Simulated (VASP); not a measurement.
# Si2C (P-3m1) in VASP: notebook, part 2 of 2

VASP 6.6.1. The steps go on from the part before.

### 4 Relaxation of cell and atoms, PBE

This run uses another cell than the first one, of 14.40 Å³/atom, 1.047 times its volume.

INCAR reads:

```
PREC = Accurate
ENCUT = 600
EDIFF = 1E-6
ISMEAR = 0
SIGMA = 0.1
LREAL = F
LASPH = T
NELM = 80
ALGO = Normal
ISIF = 3
LWAVE = F
LCHARG = F
GGA = PE
IBRION = 2
NSW = 90
EDIFFG = -0.04
```

KPOINTS reads:

```
Automatic mesh
0
Gamma
  6 6 2
```

POSCAR reads:

```
Si2C
1.0
    2.7344770400      0.0000000000      0.0000000000
   -1.3672385200      2.3681265800      0.0000000000
    0.0000000000      0.0000000000     13.3443277500
Si C
4 2
Direct
    0.3333333300      0.6666666700      0.4166666700
    0.3333333300      0.6666666700      0.7500000000
    0.6666666700      0.3333333300      0.2500000000
    0.6666666700      0.3333333300      0.5833333300
    0.3333333300      0.6666666700      0.0833333300
    0.6666666700      0.3333333300      0.9166666700
```

Potentials or basis: VASP PAW PBE potentials, release 64 (Si, C).

Started as:

```
cat potpaw_PBE.64/Si/POTCAR potpaw_PBE.64/C/POTCAR > POTCAR
mpirun -np 1 vasp_std > vasp.out
```

OUTCAR:

```text
PREC = Accurate
   ENCUT = 600
   EDIFF = 1E-6
   ISMEAR = 0
   LREAL = F
   LASPH = T
   NELM = 80
   ISIF = 3
   GGA = PE
   IBRION = 2
   NSW = 90
   EDIFFG = -0.04

 ion  position               nearest neighbor table
   1  0.333  0.667  0.417-   4 2.73   4 2.73   4 2.73   3 2.73   3 2.73   3 2.73
   2  0.333  0.667  0.750-   4 2.73   4 2.73   4 2.73
   3  0.667  0.333  0.250-   1 2.73   1 2.73   1 2.73
   4  0.667  0.333  0.583-   1 2.73   1 2.73   1 2.73   2 2.73   2 2.73   2 2.73
   5  0.333  0.667  0.083-
   6  0.667  0.333  0.917-

  LATTYP: Found a hexagonal cell.
 ALAT       =     2.7344770400
 C/A-ratio  =     4.8800291810

  Lattice vectors:

 A1 = (   2.7344770400,   0.0000000000,   0.0000000000)
 A2 = (  -1.3672385200,   2.3681265800,   0.0000000000)
 A3 = (   0.0000000000,   0.0000000000,  13.3443277500)

Analysis of symmetry for initial positions (statically):
=====================================================================
 Subroutine PRICEL returns:
 Original cell was already a primitive cell.

 Routine SETGRP: Setting up the symmetry group for a
 hexagonal supercell.

 Subroutine GETGRP returns: Found 12 space group operations
 (whereof 12 operations were pure point group operations)
 out of a pool of 24 trial point group operations.

The static configuration has the point symmetry D_3d.

Analysis of symmetry for dynamics (positions and initial velocities):
=====================================================================
 Subroutine PRICEL returns:
 Original cell was already a primitive cell.

 Routine SETGRP: Setting up the symmetry group for a
 hexagonal supercell.

 Subroutine GETGRP returns: Found 12 space group operations
 (whereof 12 operations were pure point group operations)
 out of a pool of 24 trial point group operations.

The dynamic configuration has the point symmetry D_3d.

 Subroutine INISYM returns: Found 12 space group operations
 (whereof 12 operations are pure point group operations),
 and found     1 'primitive' translations

----------------------------------------------------------------------------------------

                                     Primitive cell

  volume of cell :      86.4124

  direct lattice vectors                    reciprocal lattice vectors
     2.734477040  0.000000000  0.000000000     0.365700639  0.211137362  0.000000000
    -1.367238520  2.368126580  0.000000000     0.000000000  0.422274725  0.000000000
     0.000000000  0.000000000 13.344327750     0.000000000  0.000000000  0.074938207

  length of vectors
     2.734477040  2.734477038 13.344327750     0.422274724  0.422274725  0.074938207

  position of ions in fractional coordinates (direct lattice)
     0.333333330  0.666666670  0.416666670
     0.333333330  0.666666670  0.750000000
     0.666666670  0.333333330  0.250000000
     0.666666670  0.333333330  0.583333330
     0.333333330  0.666666670  0.083333330
     0.666666670  0.333333330  0.916666670

  ion indices of the primitive-cell ions
   primitive index   ion index
                 1           1
                 2           2
                 3           3
                 4           4
                 5           5
                 6           6

----------------------------------------------------------------------------------------

[... 49 lines left out ...]
   PREC   = accura    normal or accurate (medium, high low for compatibility)
   ISTART =      0    job   : 0-new  1-cont  2-samecut
   ICHARG =      2    charge: 1-file 2-atom 10-const
   ISPIN  =      1    spin polarized calculation?
   LNONCOLLINEAR =      F non collinear calculations
   LSORBIT =      F    spin-orbit coupling
   LASPH  =      T    aspherical Exc in radial PAW
   ENCUT  =  600.0 eV  44.10 Ry    6.64 a.u.   5.46  5.46 26.65*2*pi/ulx,y,z
   NELM   =     80;   NELMIN=  2; NELMDL= -5     # of ELM steps
   EDIFF  = 0.1E-05   stopping-criterion for ELM
   LREAL  =      F    real-space projection
   EDIFFG = -.4E-01   stopping-criterion for IOM
   NSW    =     90    number of steps for IOM
   IBRION =      2    ionic relax: 0-MD 1-quasi-New 2-CG
   NFREE  =      1    steps in history (QN), initial steepest desc. (CG)
   ISIF   =      3    stress and relaxation
   ISYM   =      2    0-nonsym 1-usesym 2-fastsym
   POTIM  = 0.5000    time-step for ionic-motion
   TEBEG  =    0.0;   TEEND  =   0.0 temperature during run
   PSTRESS=    0.0 pullay stress
   NELECT =      24.0000    total number of electrons
   NUPDOWN=      -1.0000    fix difference up-down
   EMIN   =  10.00;   EMAX   =-10.00  energy-range for DOS
   EFERMI =   0.00;   METHOD = LEGACY
   ISMEAR =     0;   SIGMA  =   0.10  broadening in eV -4-tet -1-fermi 0-gaus
   EFERMI_NEDOS =   21; number of points for ismear=-14 and -15
   IALGO  =     38    algorithm
   IMIX   =      4    mixing-type and parameters
     AMIX     =   0.40;   BMIX     =  1.00
     AMIX_MAG =   1.60;   BMIX_MAG =  1.00
  volume/ion in A,a.u.               =      14.40        97.19
  Fermi-wavevector in a.u.,A,eV,Ry     =   1.068120  2.018454 15.522612  1.140880
  Thomas-Fermi vector in A             =   2.203758
   LORBIT       =      0    0 simple, 1 ext, 2 COOP (PROOUT), +10 PAW based schemes
   GGA     = PE    functional components
   LHFCALC =     F    Hartree Fock is set to
   AEXX    =    0.0000 exact exchange contribution
   IVDW    =     0    specifies the selected vdW correction
   LEPSILON=     F    determine dielectric tensor
   LRPA    =     F    only Hartree local field effects (RPA)
 conjugate gradient relaxation of ions
 non-spin polarized calculation
 Gauss-broadening in eV      SIGMA  =   0.10
  energy-cutoff  :      600.00
  volume of cell :       86.41
 maximum number of plane-waves:      2969
 NGX is ok and might be reduce to    24
   NGX = 11   NGY = 11   NGZ = 53

--------------------------------------- Ionic step        1  -------------------------------------------

 number of electron      24.0000000 magnetization

 Free energy of the ion-electron system (eV)
  ---------------------------------------------------
  ext. energy  EPLUGINS =         0.00000000
  ---------------------------------------------------
  free energy    TOTEN  =       -27.27595497 eV

  energy without entropy =      -27.25749239  energy(sigma->0) =      -27.26672368

------------------------ aborting loop because EDIFF is reached ----------------------------------------

  FORCE on cell =-STRESS in cart. coord.  units (eV):
  Direction    XX          YY          ZZ          XY          YZ          ZX
  --------------------------------------------------------------------------------------
  -------------------------------------------------------------------------------------
  Total       -4.7226126     -4.7226125     -9.5213827      0.0000000      0.0000000      0.0000000
  in kB      -87.5622688    -87.5622686   -176.5365798      0.0000000      0.0000000      0.0000000
  external PRESSURE =    -117.2203724 kB  Pullay stress =       0.0000000 kB
[... 101 lines left out ...]
  FREE ENERGIE OF THE ION-ELECTRON SYSTEM (eV)
  ---------------------------------------------------
  free  energy   TOTEN  =       -28.3947721909 eV

  energy  without entropy=      -28.3878481102  energy(sigma->0) =      -28.39131015

 E-fermi :  10.3496     XC(G=0): -11.3912

 val. band max:       10.2843675820   @ k =   0.1667   0.1667   0.5000
 cond. band min:      10.4990509052   @ k =   0.0000   0.0000   0.5000
 fundamental gap:      0.2146833232
 Fermi energy:        10.3496243803

 k-point     1 :       0.0000    0.0000    0.0000
  band No.  band energies     occupation
      1      -9.5473      2.00000
      2      -5.3240      2.00000
      3      -2.0640      2.00000
      4       1.2894      2.00000
      5       1.8460      2.00000
      6       5.1357      2.00000
[... 243 lines left out ...]
      3      -0.4089      2.00000
      4       0.6582      2.00000
      5       0.6582      2.00000
      6       2.8916      2.00000
[... 8 lines left out ...]
     15      12.1947      0.00000
     16      12.1947      0.00000

[... ionic steps 4 to 39 ...]

--------------------------------------- Ionic step       40  -------------------------------------------

 number of electron      24.0000001 magnetization

------------------------ aborting loop because EDIFF is reached ----------------------------------------
[... 75 lines left out ...]
--------------------------------------- Ionic step       42  -------------------------------------------

 number of electron      24.0000001 magnetization

 Free energy of the ion-electron system (eV)
  ---------------------------------------------------
  ext. energy  EPLUGINS =         0.00000000
  ---------------------------------------------------
  free energy    TOTEN  =       -37.09140976 eV

  energy without entropy =      -37.08720546  energy(sigma->0) =      -37.08930761

 E-fermi :   8.1098     XC(G=0): -10.5903

 val. band max:        7.9535512664   @ k =   0.1667   0.0000   0.0000
 cond. band min:       8.1957688586   @ k =   0.1667   0.1667   0.5000
 fundamental gap:      0.2422175923
 Fermi energy:         8.1098374920

 k-point     1 :       0.0000    0.0000    0.0000
  band No.  band energies     occupation
      1      -8.0705      2.00000
      2      -7.6702      2.00000
      3      -3.5914      2.00000
      4      -0.7060      2.00000
      5       0.8816      2.00000
      6       4.7982      2.00000
[... 288 lines left out ...]
  FREE ENERGIE OF THE ION-ELECTRON SYSTEM (eV)
  ---------------------------------------------------
  free  energy   TOTEN  =       -37.0914097610 eV

  energy  without entropy=      -37.0872054612  energy(sigma->0) =      -37.08930761

 reached required accuracy - stopping structural energy minimisation
```

OSZICAR:

```text
N       E                     dE             d eps       ncg     rms          rms(c)
DAV:   1     0.630740388627E+02    0.63074E+02   -0.11565E+04   448   0.146E+03
DAV:   2    -0.214600407780E+02   -0.84534E+02   -0.83144E+02   592   0.187E+02
DAV:   3    -0.272761815826E+02   -0.58161E+01   -0.54210E+01   672   0.391E+01
[... 398 lines left out ...]
DAV:   2    -0.370916498108E+02    0.88272E-03   -0.44309E-03   648   0.430E-01    0.826E-02
DAV:   3    -0.370914617271E+02    0.18808E-03   -0.78504E-04   544   0.176E-01    0.378E-02
DAV:   4    -0.370914140438E+02    0.47683E-04   -0.10284E-04   608   0.600E-02    0.130E-02
DAV:   5    -0.370914098953E+02    0.41485E-05   -0.20098E-05   640   0.291E-02    0.556E-03
DAV:   6    -0.370914097610E+02    0.13426E-06   -0.20217E-06   360   0.943E-03
  42 F= -.37091410E+02 E0= -.37089308E+02  d E =-.221106E-02
```

It took 6.8 min on 1 thread of Intel Xeon 6975P-C (Granite Rapids), shared host; peak memory 0.25 GiB.

What came out:

```yaml
Free_energy: -37.0914 eV
Relaxed_volume: 13.62 Å³/atom
Relaxed_cell: a = 3.103 Å, b = 3.103 Å, c = 9.798 Å, α = 90.00°, β = 90.00°, γ = 120.00°
Space_group_after_relaxing_to_0.05_Å: P-3m1 (No. 164)
Energy_gained_by_relaxing: 1635.9 meV/atom
Ionic_steps: 42
Pressure_after_relaxing: 0.0 GPa
Largest_force_after_relaxing: 0.011 eV/Å
Band_gap_on_the_k_mesh: zero (band 12 reaches 11.46 eV, above the bottom of band 13 at 6.20 eV)
```

Forces on the atoms (eV/Å):
```
Si   0.000  0.000  0.011
Si   0.000  0.000 -0.007
Si   0.000  0.000  0.007
Si   0.000  0.000 -0.011
C    0.000  0.000  0.006
C    0.000  0.000 -0.006
```

The path:
```
step  energy change (eV)  largest force (eV/Å)  pressure (GPa)  volume (Å³)
   1              0.0000                1.5170          -11.72        86.41
   3             -1.1188                2.6960            6.65        68.74
   5             -2.4083                1.7220           56.20        58.35
   7             -2.5856                1.7432           33.91        60.67
   9             -3.9520                1.3333           38.85        62.23
  11             -7.4731                3.3032           38.84        67.60
  13             -8.4381                3.1867            9.93        76.98
  15             -9.2115                1.0674            1.40        79.37
  17             -9.5496                0.4541           -3.44        86.92
  19             -9.5829                0.5340           -3.14        84.60
  21             -9.6863                0.2122            2.55        80.16
  23             -9.7411                0.2169           -1.63        80.56
  25             -9.7445                0.2084           -1.01        80.50
  27             -9.7507                0.1624           -0.01        79.65
  29             -9.7585                0.1124            1.37        79.28
  31             -9.7702                0.1336            0.07        80.32
  33             -9.7799                0.1870           -1.54        81.98
  35             -9.7937                0.2395           -1.09        82.82
  37             -9.8050                0.1825            0.68        81.64
  39             -9.8095                0.1304            0.81        81.39
  41             -9.8140                0.0418            0.10        81.51
  42             -9.8155                0.0108           -0.01        81.70
```

Final structure:
```
Si C
1.0
     3.10289    0.00000    0.00000
    -1.55145    2.68719    0.00000
     0.00000    0.00000    9.79799
Si C
4 2
Direct
  0.33333 0.66667 0.39302
  0.33333 0.66667 0.83183
  0.66667 0.33333 0.16817
  0.66667 0.33333 0.60698
  0.33333 0.66667 0.15082
  0.66667 0.33333 0.84918
```

Caveat: the k points lie up to 0.39 Å⁻¹ apart in the final cell.

### 5 Single point, PBE, collinear spin, ferromagnetic start

INCAR reads:

```
ALGO = Normal
EDIFF = 1E-7
ENCUT = 520
GGA = PE
ISIF = 2
ISMEAR = 0
ISPIN = 2
LASPH = True
LCHARG = False
LORBIT = 11
LREAL = False
LWAVE = False
MAGMOM = 0 0 0 0 1 1
NBANDS = 25
NELM = 150
PREC = Accurate
SIGMA = 0.1
```

KPOINTS reads:

```
k-points
0
Gamma
  6 6 2
```

POSCAR reads:

```
Si2C
1.0
    3.1036163001      0.0000000000      0.0000000000
   -1.5518081501      2.6878105595      0.0000000000
    0.0000000000      0.0000000000      9.8925743890
Si C
4 2
Direct
    0.3333333333      0.6666666667      0.3939555277
    0.3333333333      0.6666666667      0.8283008582
    0.6666666667      0.3333333333      0.1716991418
    0.6666666667      0.3333333333      0.6060444723
    0.3333333333      0.6666666667      0.1538233432
    0.6666666667      0.3333333333      0.8461766568
```

Started as:

```
cat potpaw_PBE.64/Si/POTCAR potpaw_PBE.64/C/POTCAR > POTCAR
mpirun -np 1 vasp_std > vasp.out
```

Wall time 38 s (1 thread of Intel Xeon 6975P-C (Granite Rapids), shared host); peak memory 0.24 GiB.

Results (log left out):

```
Free energy                                           : -37.0898 eV
Pressure                                              : -0.3 GPa
Largest force                                         : 0.012 eV/Å
Band gap on the k mesh                                : zero (filled and empty bands overlap)
Net moment                                            : 0.00 μB per cell
Valence electrons inside the program's atomic spheres : Si 1.51, 1.69; C 2.53
```

Forces in eV/Å, atoms in the order of the input:
```
Si   0.000  0.000 -0.007
Si   0.000  0.000  0.012
Si   0.000  0.000 -0.012
Si   0.000  0.000  0.007
C    0.000  0.000  0.008
C    0.000  0.000 -0.008
```

Stress tensor (GPa, compression positive):
```
-0.39  0.00  0.00
 0.00 -0.39  0.00
 0.00  0.00 -0.05
```

Levels at points of the mesh, in eV from the Fermi level:
Spin up:
| k point | band 10 | band 11 | band 12 | band 13 | band 14 | band 15 |
| --- | --- | --- | --- | --- | --- | --- |
| (0.00, 0.00, 0.00) | -2.67 | -0.69 | 3.35 | 4.27 | 4.91 | 4.91 |
| (0.50, 0.00, 0.00) | -4.05 | -2.97 | -1.62 | 1.29 | 1.46 | 1.60 |
| (0.00, 0.00, 0.50) | -3.16 | 1.00 | 2.93 | 3.93 | 4.88 | 4.88 |
| (0.50, 0.00, 0.50) | -4.05 | -2.34 | -1.29 | 0.70 | 0.99 | 1.77 |
Spin down:
```tsv
k point	band 8	band 9	band 10	band 11	band 12	band 13	band 14	band 15	band 16	band 17
(0.00, 0.00, 0.00)	-3.16	-3.16	-2.67	-0.69	3.35	4.27	4.91	4.91	5.25	5.25
(0.50, 0.00, 0.00)	-4.79	-4.68	-4.05	-2.97	-1.62	1.29	1.46	1.60	1.75	3.07
(0.00, 0.00, 0.50)	-3.27	-3.16	-3.16	1.00	2.93	3.93	4.88	4.88	5.39	5.39
(0.50, 0.00, 0.50)	-4.85	-4.68	-4.05	-2.34	-1.29	0.70	0.99	1.77	1.88	1.92
```

Caveat: the k points lie up to 0.39 Å⁻¹ apart.

### 6 The runs side by side

| task | spin | cell | cutoff (eV) | gap on the mesh (eV) | pressure (GPa) | largest force (eV/Å) |
| --- | --- | --- | --- | --- | --- | --- |
| single point | off | a = 3.104, b = 3.104, c = 9.893 Å, angles 90.0, 90.0, 120.0°, 6 atoms | 520 | none | -0.3 | 0.01 |
| single point | off | a = 2.734, b = 2.734, c = 13.344 Å, angles 90.0, 90.0, 120.0°, 6 atoms | 520 | none | -11.9 | 1.55 |
| relaxation of cell and atoms | off | relaxed from a = 2.734, b = 2.734, c = 13.344 Å, angles 90.0, 90.0, 120.0°, 6 atoms | 600 | none | 0.0 | 0.01 |
| single point | collinear, ferromagnetic start | a = 3.104, b = 3.104, c = 9.893 Å, angles 90.0, 90.0, 120.0°, 6 atoms | 520 | none | -0.3 | 0.01 |

Alike in all rows: level PBE; potentials or basis VASP PAW PBE potentials, release 64 (Si, C); k mesh 6 × 6 × 2; smearing gaussian 0.1 eV.

Caveats: all runs use coarse meshes; forces of over 1 eV/Å act on the atoms, so gaps and moduli don't describe the material at rest (some runs).

Total energies depend on the potentials used, so only differences within one code and one set of settings carry meaning.
